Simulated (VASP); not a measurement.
I, 1 atom in the cell. The structure is cubic, space group Im-3m (No. 229). Conventional cell: a = 4.179 Å, b = 4.179 Å, c = 4.179 Å, α = 90.00°, β = 90.00°, γ = 90.00°. Within 4.8 Å of I (site symmetry m-3m) lie 14 I at 3.62 to 4.18 Å. 

| Item | Value |
| --- | --- |
| Program | VASP 6.6.1 |
| Task | single point |
| Functional | PBEsol |
| Dispersion | D4 |
| Potentials or basis | VASP PAW PBE potentials, release 64 (I) |
| Cutoff | 520 eV |
| k mesh | 8 × 8 × 8 |
| Occupations | fermi-dirac, width 0.05 eV |
| Spin | no spin polarisation |
| Dipole correction | no |
| Further INCAR settings | ALGO = Normal; EDIFF = 1e-07; NBANDS = 10 |

Potentials or basis: VASP PAW PBE potentials, release 64 (I).

Launch:

```bash
$ cat potpaw_PBE.64/I/POTCAR > POTCAR
$ mpirun -np 1 vasp_std > vasp.out
```

Hardware: 1 thread of Intel Xeon 8259CL (shared host).

Problem. Estimate the wall time of this run.

Solution. Wall time 13 s on 1 thread of Intel Xeon 8259CL (shared host), peak memory 0.16 GiB. Counts: scf iterations 11, k points 29.
